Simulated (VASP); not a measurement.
AlCo: single point with PBEsol

The system is AlCo.

```
Al Co
1.0
     2.59385    0.00000    0.00000
     0.00000    2.59385    0.00000
     0.00000    0.00000    2.93218
Al Co
1 1
Direct
  0.00000 0.00000 0.00000
  0.50000 0.50000 0.50000
```

This cell differs from its parent crystal: strain -0.080 along x and y, +0.040 along z.

```json
{
  "Program": "VASP 6.6.1",
  "Task": "single point",
  "Functional": "PBEsol",
  "Potentials or basis": "VASP PAW PBE potentials, release 64 (Al, Co)",
  "Cutoff": "520 eV",
  "k mesh": "16 × 16 × 16",
  "Occupations": "gaussian, width 0.15 eV",
  "Spin": "no spin polarisation",
  "Dipole correction": "no",
  "Further INCAR settings": "ALGO = Normal; EDIFF = 1e-06; NBANDS = 13"
}
```

| Item | Value |
| --- | --- |
| Pressure | 35.9 GPa |
| Band gap on the k mesh | zero (band 6 reaches 14.97 eV, above the bottom of band 7 at 12.18 eV) |

Stress tensor (GPa, compression positive):
```
42.91  0.00  0.00
 0.00 42.91  0.00
 0.00  0.00 21.93
```

Levels at points of the mesh, in eV from the Fermi level:
| k point | band 3 | band 4 | band 5 | band 6 | band 7 | band 8 | band 9 | band 10 |
| --- | --- | --- | --- | --- | --- | --- | --- | --- |
| (0.00, 0.00, 0.00) | -3.33 | -0.80 | -0.80 | -0.30 | 4.05 | 8.85 | 8.85 | 8.89 |
| (0.50, 0.00, 0.00) | -2.64 | -2.45 | -1.40 | -0.60 | 1.07 | 8.57 | 9.17 | 11.93 |
| (0.50, 0.50, 0.00) | -2.05 | -2.05 | -2.03 | -2.03 | 0.38 | 4.05 | 5.73 | 12.94 |
| (0.00, 0.00, 0.50) | -2.85 | -1.44 | -1.44 | -0.28 | -0.23 | 9.01 | 13.18 | 13.18 |
| (0.50, 0.00, 0.50) | -3.36 | -2.58 | -1.32 | -1.20 | -0.25 | 3.06 | 4.35 | 16.37 |
| (0.50, 0.50, 0.50) | -4.36 | -0.19 | 0.40 | 2.33 | 2.96 | 2.96 | 6.07 | 6.09 |

Wall time 2.1 min on 1 thread of AMD EPYC 7R13, on a shared host, peak memory 0.19 GiB.

Caveat: the cell differs from its parent crystal (strain -0.080 along x and y, +0.040 along z); the PAW data sets were made with another functional, which shifts forces and pressure a little. Spin polarisation is off, so any magnetic state and its effect on volume and gap are missing.
